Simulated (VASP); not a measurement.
Runs of VASP 6.6.1 on Au. The structure is that of space group Fm-3m (No. 225), or close to it. The cells are those of the table. 

```csv
task,cell,k mesh,cutoff (eV),gap on the mesh (eV),pressure (GPa)
relaxation of cell and atoms,"relaxed from a = 4.408 Å, angles 60.0°, 3 atoms",6 × 6 × 6,600,none,-0.1
single point,"a = 4.500 Å, angles 60.0°, 3 atoms",12 × 12 × 12,520,none,-0.2
single point,"a = 4.408 Å, angles 60.0°, 3 atoms",6 × 6 × 6,520,none,7.3
single point,"a = 4.507 Å, angles 60.0°, 3 atoms",6 × 6 × 6,520,none,(a)
```

Alike in all rows: level PBE; potentials or basis VASP PAW PBE potentials, release 64 (Au); no spin polarisation; smearing gaussian 0.1 eV.

Problem. Fill in the values left out.

Solution. (a) -0.5.

Caveats: spin-orbit coupling is left out, which moves the levels of the heavy elements.

A k mesh can miss the band edges, and the runs leave out spin-orbit coupling on Au.

A gap of «none» marks levels without a gap at the run's occupations.
